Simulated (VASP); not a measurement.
Runs of VASP 6.6.1 on Be3ZnO. The structure is that of space group P-6m2 (No. 187), or close to it. The cells are those of the table. 

| task | cell | k mesh | cutoff (eV) | gap on the mesh (eV) | pressure (GPa) | relaxed volume (Å³/atom) | largest force (eV/Å) |
| --- | --- | --- | --- | --- | --- | --- | --- |
| single point | a = 3.275, b = 3.275, c = 5.575 Å, angles 90.0, 90.0, 120.0°, 5 atoms | 6 × 6 × 4 | 520 | none | 7.2 | - | 2.64 |
| relaxation of cell and atoms | relaxed from a = 3.275, b = 3.275, c = 5.575 Å, angles 90.0, 90.0, 120.0°, 5 atoms | 6 × 6 × 4 | 600 | none | -0.1 | (a) | 0.01 |
| single point | a = 3.773, b = 3.773, c = 4.171 Å, angles 90.0, 90.0, 120.0°, 5 atoms | 6 × 6 × 4 | 520 | none | 0.2 | - | 0.03 |
| single point | a = 3.775, b = 3.775, c = 4.165 Å, angles 90.0, 90.0, 120.0°, 5 atoms | 12 × 12 × 10 | 520 | none | 0.2 | - | 0.03 |
| relaxation of cell and atoms | relaxed from a = 3.773, b = 3.773, c = 4.171 Å, angles 90.0, 90.0, 120.0°, 5 atoms | 12 × 12 × 10 | 600 | none | 0.0 | 10.29 | - |

Alike in all rows: level PBE; potentials or basis VASP PAW PBE potentials, release 64 (Be, Zn, O); no spin polarisation; smearing gaussian 0.1 eV.

Task: Fill in the values left out.

Result: (a) 10.30.

Caveats: some runs use coarse meshes; forces of over 1 eV/Å act on the atoms, so gaps and moduli don't describe the material at rest (some runs).

A gap of «none» marks levels without a gap at the run's occupations.
